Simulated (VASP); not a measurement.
# SiGe (P6_3mc) in VASP: notebook

SiGe is run at these levels: PBEsol; tasks: single point.

Everything below comes from runs of VASP 6.6.1. Logs are shortened: lines on timing, memory, paths and dates and some standing lists are left out, and cuts for length are marked.

## 1. The cell of the first run

Symmetry: P6_3mc, No. 186, hexagonal system. The conventional cell has a = 3.904 Å, b = 3.904 Å, c = 6.451 Å, α = 90.00°, β = 90.00°, γ = 120.00°. Within 3.0 Å of Si (site symmetry 3m) lie 4 Ge at 2.29 to 2.44 Å. Within 3.0 Å of Ge (site symmetry 3m) lie 4 Si at 2.29 to 2.44 Å.

## 2. Single point, PBEsol (all Si atoms moved -0.125 Å, as atom 1 along Cartesian [0 0 1])

File INCAR:

```
  PREC = Accurate
  ENCUT = 520
  EDIFF = 1E-6
  ISMEAR = 0
  SIGMA = 0.03
  LREAL = F
  LASPH = T
  NELM = 100
  ALGO = Normal
  ISIF = 2
  LWAVE = F
  LCHARG = T
  GGA = PS
  LELF = T
  LVHAR = T
  NBANDS = 26
```

File KPOINTS:

```
Automatic mesh
0
Gamma
  12 12 6
```

File POSCAR:

```
SiGe
1.0
    3.9044512986      0.0000000000      0.0000000000
   -1.9522256493      3.3813540124      0.0000000000
    0.0000000000      0.0000000000      6.4507830000
Si Ge
2 2
Direct
    0.6666666667      0.3333333333      0.8552295074
    0.3333333333      0.6666666667      0.3552295074
    0.6666666667      0.3333333333      0.5003920000
    0.3333333333      0.6666666667      0.0003920000
```

Potentials or basis: VASP PAW PBE potentials, release 64 (Si, Ge_d).

On the command line:

```console
$ cat potpaw_PBE.64/Si/POTCAR potpaw_PBE.64/Ge_d/POTCAR > POTCAR
$ mpirun -np 1 vasp_std > vasp.out
```

OUTCAR:

```text
PREC = Accurate
   ENCUT = 520
   EDIFF = 1E-6
   ISMEAR = 0
   LREAL = F
   LASPH = T
   NELM = 100
   ISIF = 2
   GGA = PS

 ion  position               nearest neighbor table
   1  0.667  0.333  0.855-   3 2.29   4 2.44   4 2.44   4 2.44
   2  0.333  0.667  0.355-   4 2.29   3 2.44   3 2.44   3 2.44
   3  0.667  0.333  0.500-   1 2.29   2 2.44   2 2.44   2 2.44
   4  0.333  0.667  0.000-   2 2.29   1 2.44   1 2.44   1 2.44

  LATTYP: Found a hexagonal cell.
 ALAT       =     3.9044512986
 C/A-ratio  =     1.6521612146

  Lattice vectors:

 A1 = (   3.9044512986,   0.0000000000,   0.0000000000)
 A2 = (  -1.9522256493,   3.3813540124,   0.0000000000)
 A3 = (   0.0000000000,   0.0000000000,   6.4507830000)

Analysis of symmetry for initial positions (statically):
=====================================================================
 Subroutine PRICEL returns:
 Original cell was already a primitive cell.

 Routine SETGRP: Setting up the symmetry group for a
 hexagonal supercell.

 Subroutine GETGRP returns: Found 12 space group operations
 (whereof  6 operations were pure point group operations)
 out of a pool of 24 trial point group operations.

The static configuration has the point symmetry C_3v.
 The point group associated with its full space group is C_6v.

Analysis of symmetry for dynamics (positions and initial velocities):
=====================================================================
 Subroutine PRICEL returns:
 Original cell was already a primitive cell.

 Routine SETGRP: Setting up the symmetry group for a
 hexagonal supercell.

 Subroutine GETGRP returns: Found 12 space group operations
 (whereof  6 operations were pure point group operations)
 out of a pool of 24 trial point group operations.

The dynamic configuration has the point symmetry C_3v.
 The point group associated with its full space group is C_6v.

 Subroutine INISYM returns: Found 12 space group operations
 (whereof  6 operations are pure point group operations),
 and found     1 'primitive' translations

----------------------------------------------------------------------------------------

                                     Primitive cell

  volume of cell :      85.1654

  direct lattice vectors                    reciprocal lattice vectors
     3.904451299  0.000000000  0.000000000     0.256117934  0.147869758  0.000000000
    -1.952225649  3.381354012  0.000000000     0.000000000  0.295739516  0.000000000
     0.000000000  0.000000000  6.450783000     0.000000000  0.000000000  0.155019941

  length of vectors
     3.904451299  3.904451299  6.450783000     0.295739516  0.295739516  0.155019941

  position of ions in fractional coordinates (direct lattice)
     0.666666667  0.333333333  0.855229507
     0.333333333  0.666666667  0.355229507
     0.666666667  0.333333333  0.500392000
     0.333333333  0.666666667  0.000392000

  ion indices of the primitive-cell ions
   primitive index   ion index
                 1           1
                 2           2
                 3           3
                 4           4

----------------------------------------------------------------------------------------

 KPOINTS: Automatic mesh

Automatic generation of k-mesh.
 Grid dimensions read from file:
 generate k-points for:   12   12    6

 Generating k-lattice:

  Cartesian coordinates                     Fractional coordinates (reciprocal lattice)
     0.021343161  0.012322480  0.000000000     0.083333333  0.000000000  0.000000000
     0.000000000  0.024644960  0.000000000     0.000000000  0.083333333  0.000000000
     0.000000000  0.000000000  0.025836657     0.000000000  0.000000000  0.166666667

  Length of vectors
     0.024644960  0.024644960  0.025836657

  Shift w.r.t. Gamma in fractional coordinates (k-lattice)
     0.000000000  0.000000000  0.000000000

 Subroutine IBZKPT returns following result:
 ===========================================

 Found     76 irreducible k-points:

 Following reciprocal coordinates:
            Coordinates               Weight
  0.000000  0.000000  0.000000      1.000000
  0.083333 -0.000000  0.000000      6.000000
  0.166667 -0.000000  0.000000      6.000000
  0.250000 -0.000000  0.000000      6.000000
  0.333333 -0.000000  0.000000      6.000000
  0.416667 -0.000000  0.000000      6.000000
[... 16 lines left out ...]
  0.250000 -0.000000  0.166667     12.000000
  0.333333 -0.000000  0.166667     12.000000
 [... further k-points ...]
   k-points           NKPTS =     76   k-points in BZ     NKDIM =     76   number of bands    NBANDS=     26
   number of dos      NEDOS =    301   number of ions     NIONS =      4
   total plane-waves  NPLWV =  43200
   dimension x,y,z NGX =    30 NGY =   30 NGZ =   48
   dimension x,y,z NGXF=    60 NGYF=   60 NGZF=   96
   ions per type =               2   2
   NGX,Y,Z   is equivalent  to a cutoff of  12.77, 12.77, 12.37 a.u.
   NGXF,Y,Z  is equivalent  to a cutoff of  25.55, 25.55, 24.74 a.u.
 SYSTEM =  unknown system
   PREC   = accura    normal or accurate (medium, high low for compatibility)
   ISTART =      0    job   : 0-new  1-cont  2-samecut
   ICHARG =      2    charge: 1-file 2-atom 10-const
   ISPIN  =      1    spin polarized calculation?
   LNONCOLLINEAR =      F non collinear calculations
   LSORBIT =      F    spin-orbit coupling
   LASPH  =      T    aspherical Exc in radial PAW
   ENCUT  =  520.0 eV  38.22 Ry    6.18 a.u.   7.26  7.26 11.99*2*pi/ulx,y,z
   NELM   =    100;   NELMIN=  2; NELMDL= -5     # of ELM steps
   EDIFF  = 0.1E-05   stopping-criterion for ELM
   LREAL  =      F    real-space projection
   EDIFFG = 0.1E-04   stopping-criterion for IOM
   NSW    =      0    number of steps for IOM
   IBRION =     -1    ionic relax: 0-MD 1-quasi-New 2-CG
   NFREE  =      0    steps in history (QN), initial steepest desc. (CG)
   ISIF   =      2    stress and relaxation
   ISYM   =      2    0-nonsym 1-usesym 2-fastsym
   POTIM  = 0.5000    time-step for ionic-motion
   TEBEG  =    0.0;   TEEND  =   0.0 temperature during run
   PSTRESS=    0.0 pullay stress
   NELECT =      36.0000    total number of electrons
   NUPDOWN=      -1.0000    fix difference up-down
   EMIN   =  10.00;   EMAX   =-10.00  energy-range for DOS
   EFERMI =   0.00;   METHOD = LEGACY
   ISMEAR =     0;   SIGMA  =   0.03  broadening in eV -4-tet -1-fermi 0-gaus
   EFERMI_NEDOS =   21; number of points for ismear=-14 and -15
   IALGO  =     38    algorithm
   IMIX   =      4    mixing-type and parameters
     AMIX     =   0.40;   BMIX     =  1.00
     AMIX_MAG =   1.60;   BMIX_MAG =  1.00
  volume/ion in A,a.u.               =      21.29       143.68
  Fermi-wavevector in a.u.,A,eV,Ry     =   1.228631  2.321775 20.538443  1.509533
  Thomas-Fermi vector in A             =   2.363549
   LORBIT       =      0    0 simple, 1 ext, 2 COOP (PROOUT), +10 PAW based schemes
   GGA     = PS    functional components
   LHFCALC =     F    Hartree Fock is set to
   AEXX    =    0.0000 exact exchange contribution
   IVDW    =     0    specifies the selected vdW correction
   LEPSILON=     F    determine dielectric tensor
   LRPA    =     F    only Hartree local field effects (RPA)
 non-spin polarized calculation
 Gauss-broadening in eV      SIGMA  =   0.03
  energy-cutoff  :      520.00
  volume of cell :       85.17
 maximum number of plane-waves:      2316
 NGX is ok and might be reduce to    30
   NGX = 15   NGY = 15   NGZ = 23

 number of electron      35.9999968 magnetization

 Free energy of the ion-electron system (eV)
  ---------------------------------------------------
  ext. energy  EPLUGINS =         0.00000000
  ---------------------------------------------------
  free energy    TOTEN  =       -21.05380809 eV

  energy without entropy =      -21.05364157  energy(sigma->0) =      -21.05372483

 E-fermi :   5.7669     XC(G=0):  -9.8728

 val. band max:        5.7223195887   @ k =   0.0833  -0.0000   0.0000
 cond. band min:       5.7868106572   @ k =   0.4167  -0.0000   0.3333
 fundamental gap:      0.0644910685
 Fermi energy:         5.7669355722

 k-point     1 :       0.0000    0.0000    0.0000
  band No.  band energies     occupation
      1     -19.0301      2.00000
      2     -19.0292      2.00000
      3     -19.0113      2.00000
      4     -19.0113      2.00000
      5     -19.0073      2.00000
      6     -19.0073      2.00000
[... 18 lines left out ...]
     25      10.0132      0.00000
     26      11.8808      0.00000

 k-point     2 :       0.0833   -0.0000    0.0000
  band No.  band energies     occupation
      1     -19.0297      2.00000
      2     -19.0290      2.00000
      3     -19.0115      2.00000
      4     -19.0110      2.00000
      5     -19.0075      2.00000
      6     -19.0070      2.00000
[... 18 lines left out ...]
     25      10.3251      0.00000
     26      11.3001      0.00000

 k-point     3 :       0.1667   -0.0000    0.0000
  band No.  band energies     occupation
      1     -19.0289      2.00000
      2     -19.0284      2.00000
      3     -19.0119      2.00000
      4     -19.0105      2.00000
      5     -19.0079      2.00000
      6     -19.0060      2.00000
[... 18 lines left out ...]
     25      10.9027      0.00000
     26      11.1314      0.00000

 k-point     4 :       0.2500   -0.0000    0.0000
  band No.  band energies     occupation
      1     -19.0281      2.00000
      2     -19.0274      2.00000
      3     -19.0126      2.00000
      4     -19.0099      2.00000
      5     -19.0083      2.00000
      6     -19.0047      2.00000
[... 18 lines left out ...]
     25      11.9337      0.00000
     26      12.2404      0.00000
[... 496 lines left out ...]
      1     -19.0289      2.00000
      2     -19.0285      2.00000
      3     -19.0116      2.00000
      4     -19.0102      2.00000
      5     -19.0081      2.00000
      6     -19.0063      2.00000
[... 18 lines left out ...]
     25      10.8711      0.00000
     26      10.9842      0.00000

 k-point    23 :       0.2500   -0.0000    0.1667
  band No.  band energies     occupation
      1     -19.0281      2.00000
      2     -19.0275      2.00000
      3     -19.0122      2.00000
      4     -19.0095      2.00000
      5     -19.0085      2.00000
      6     -19.0051      2.00000
[... 18 lines left out ...]
     25      11.7263      0.00000
     26      11.9058      0.00000

 k-point    24 :       0.3333   -0.0000    0.1667
  band No.  band energies     occupation
      1     -19.0278      2.00000
      2     -19.0265      2.00000
      3     -19.0127      2.00000
      4     -19.0090      2.00000
      5     -19.0088      2.00000
      6     -19.0040      2.00000
[... 18 lines left out ...]
     25      12.6166      0.00000
     26      12.9606      0.00000

 [... further k-points ...]

------------------------ aborting loop because EDIFF is reached ----------------------------------------

  FORCE on cell =-STRESS in cart. coord.  units (eV):
  Direction    XX          YY          ZZ          XY          YZ          ZX
  --------------------------------------------------------------------------------------
  -------------------------------------------------------------------------------------
  Total       -1.3876055     -1.3876055      2.9086766      0.0000000     -0.0000000      0.0000000
  in kB      -26.1043881    -26.1043881     54.7196027      0.0000000     -0.0000000      0.0000000
  external PRESSURE =       0.8369422 kB  Pullay stress =       0.0000000 kB

 VOLUME and BASIS-vectors are now :
 -----------------------------------------------------------------------------
  energy-cutoff  :      520.00
  volume of cell :       85.17
      direct lattice vectors                 reciprocal lattice vectors
     3.904451299  0.000000000  0.000000000     0.256117934  0.147869758  0.000000000
    -1.952225649  3.381354012  0.000000000     0.000000000  0.295739516  0.000000000
     0.000000000  0.000000000  6.450783000     0.000000000  0.000000000  0.155019941

 POSITION                                       TOTAL-FORCE (eV/Angst)
 -----------------------------------------------------------------------------------
      1.95223      1.12712      5.51690         0.000000      0.000000      1.756815
     -0.00000      2.25424      2.29151        -0.000000      0.000000      1.756815
      1.95223      1.12712      3.22792         0.000000      0.000000     -1.756815
     -0.00000      2.25424      0.00253        -0.000000     -0.000000     -1.756815
 -----------------------------------------------------------------------------------
    total drift:                               -0.000000     -0.000000      0.000854

  FREE ENERGIE OF THE ION-ELECTRON SYSTEM (eV)
  ---------------------------------------------------
  free  energy   TOTEN  =       -21.0538080893 eV

  energy  without entropy=      -21.0536415686  energy(sigma->0) =      -21.05372483
```

Wall time 5.1 min (1 thread of AMD EPYC 7R13, shared host); peak memory 0.25 GiB.

Results:

* Free energy: -21.0538 eV
* Pressure: 0.1 GPa
* Largest force: 1.757 eV/Å
* Band gap on the k mesh: zero (band 18 reaches 5.88 eV, above the bottom of band 19 at 5.79 eV)

Forces on the atoms (eV/Å):
```
Si   0.000  0.000  1.757
Si   0.000  0.000  1.757
Ge   0.000  0.000 -1.757
Ge   0.000  0.000 -1.757
```

Caveat: the cell differs from its parent crystal (all Si atoms moved -0.125 Å, as atom 1 along Cartesian [0 0 1]); the PAW data sets were made with another functional, which shifts forces and pressure a little.

## 3. Single point, PBEsol (all Si atoms moved +0.438 Å, as atom 1 along Cartesian [0 0 1])

File INCAR:

```
  PREC = Accurate
  ENCUT = 520
  EDIFF = 1E-7
  ISMEAR = 0
  SIGMA = 0.03
  LREAL = F
  LASPH = T
  NELM = 80
  ALGO = Normal
  ISIF = 2
  LWAVE = F
  LCHARG = F
  GGA = PS
  NBANDS = 26
```

KPOINTS is that of step 2.

Changes to POSCAR since step 2:

```diff
@@ -8,4 +8,4 @@
 Direct
-    0.6666666667      0.3333333333      0.8552295074
-    0.3333333333      0.6666666667      0.3552295074
+    0.6666666667      0.3333333333      0.9424282242
+    0.3333333333      0.6666666667      0.4424282242
     0.6666666667      0.3333333333      0.5003920000
```

Potentials or basis: VASP PAW PBE potentials, release 64 (Si, Ge_d).

On the command line:

```console
$ cat potpaw_PBE.64/Si/POTCAR potpaw_PBE.64/Ge_d/POTCAR > POTCAR
$ mpirun -np 1 vasp_std > vasp.out
```

Wall time 5.1 min (1 thread of AMD EPYC 7R13, shared host); peak memory 0.25 GiB.

Results (log left out):

```
Free energy            : -19.9373 eV
Pressure               : 2.9 GPa
Largest force          : 2.071 eV/Å
Band gap on the k mesh : zero (band 18 reaches 6.52 eV, above the bottom of band 19 at 5.27 eV)
```

Forces on the atoms (eV/Å):
```
Si   0.000  0.000 -2.071
Si   0.000  0.000 -2.071
Ge   0.000  0.000  2.071
Ge   0.000  0.000  2.071
```

Stress tensor (GPa, compression positive):
```
 7.50  0.00  0.00
 0.00  7.50  0.00
 0.00  0.00 -6.19
```

Levels at points of the mesh, in eV from the Fermi level:
```tsv
k point	band 15	band 16	band 17	band 18	band 19	band 20	band 21	band 22
(0.00, 0.00, 0.00)	-2.16	-1.11	-1.11	-0.51	0.96	1.62	2.06	2.13
(0.50, 0.00, 0.00)	-3.93	-3.75	-2.60	-2.08	-0.31	1.46	2.95	4.68
(0.00, 0.00, 0.50)	-1.70	-1.70	-1.70	-1.70	0.25	0.25	2.74	2.74
(0.50, 0.00, 0.50)	-3.24	-3.24	-1.69	-1.69	0.44	0.44	0.94	0.94
```

Caveat: the cell differs from its parent crystal (all Si atoms moved +0.438 Å, as atom 1 along Cartesian [0 0 1]); the PAW data sets were made with another functional, which shifts forces and pressure a little.
